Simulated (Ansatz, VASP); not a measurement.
# Cu3O2: VASP beside Ansatz

File INCAR:

```
PREC     = Accurate       # precision mode
ENCUT    = 520            # plane-wave cutoff, eV
EDIFF    = 1E-6           # SCF threshold, eV
ISMEAR   = 0              # smearing method
SIGMA    = 0.15           # smearing width, eV
LREAL    = False          # projectors in reciprocal space
LASPH    = True           # aspherical terms in the spheres
NELM     = 60             # most SCF steps
ALGO     = Normal         # electronic algorithm
ISIF     = 2              # what is computed and relaxed
LWAVE    = False          # write WAVECAR
LCHARG   = False          # write CHGCAR
NBANDS   = 30             # bands
```

KPOINTS

```
Automatic mesh
0
Gamma
  14 14 14
```

POSCAR

```
Cu3O2
1.0
   -2.0136500000      2.0136500000      3.3014000000
    2.0136500000     -2.0136500000      3.3014000000
    2.0136500000      2.0136500000     -3.3014000000
Cu O
3 2
Direct
    0.2500000000      0.7500000000      0.5000000000
    0.7500000000      0.2500000000      0.5000000000
    0.0000000000      0.0000000000      0.0000000000
    0.0000000000      0.5000000000      0.5000000000
    0.5000000000      0.0000000000      0.5000000000
```

Input for Ansatz:

```yaml
crystal:
  lattice:
    - [-2.01365, 2.01365, 3.3014]
    - [2.01365, -2.01365, 3.3014]
    - [2.01365, 2.01365, -3.3014]
  atoms:
    - { symbol: Cu, position: [0.25, 0.75, 0.5] }
    - { symbol: Cu, position: [0.75, 0.25, 0.5] }
    - { symbol: Cu, position: [0.0, 0.0, 0.0] }
    - { symbol: O, position: [0.0, 0.5, 0.5] }
    - { symbol: O, position: [0.5, 0.0, 0.5] }
basis:
  ecutwfc: 520.0
kpoints:
  mp_grid: { grid: [14, 14, 14] }
hamiltonian:
  xc: lda
  pseudopotentials: { kind: paw, azcp: { folder: soft_1 } }
scf:
  occupations: { method: gaussian, width: 0.15 }
output:
  forces: true
  stress: true
  eigenvalues: true
```

Alike in both runs: task single point; functional LDA; k mesh 14 × 14 × 14; occupations gaussian, width 0.15 eV; no spin polarisation.

|  | VASP | Ansatz |
| --- | --- | --- |
| version | VASP 6.6.1 | Ansatz 0.2.0 |
| potentials or method | VASP PAW LDA potentials, release 64 (Cu, O), cutoff 520 eV | scalar-relativistic, plane waves, PAW |
| valence electrons in the cell | 45 | 69 |

Ansatz gave:

| Item | Value |
| --- | --- |
| gap on the k mesh at the Fermi level (eV) | none |
| pressure (GPa) | 23.2 |
| traceless stress, the component that is largest in VASP (GPa) | 43.31 |

Problem. Estimate VASP's values.

Solution. gap on the k mesh at the Fermi level (eV): none; pressure (GPa): 25.4; traceless stress, the component that is largest in VASP (GPa): 46.80.

Ansatz warns that its potentials were made for another functional, while VASP's fit it. LDA's correlation is that of Perdew and Zunger in VASP and of Perdew and Wang (1992) in Ansatz. A gap of «none» marks a metal or a gap that the smearing closes. VASP's potentials hold 45 valence electrons a cell and Ansatz's 69, so a difference there can come from the potentials and not from the codes.
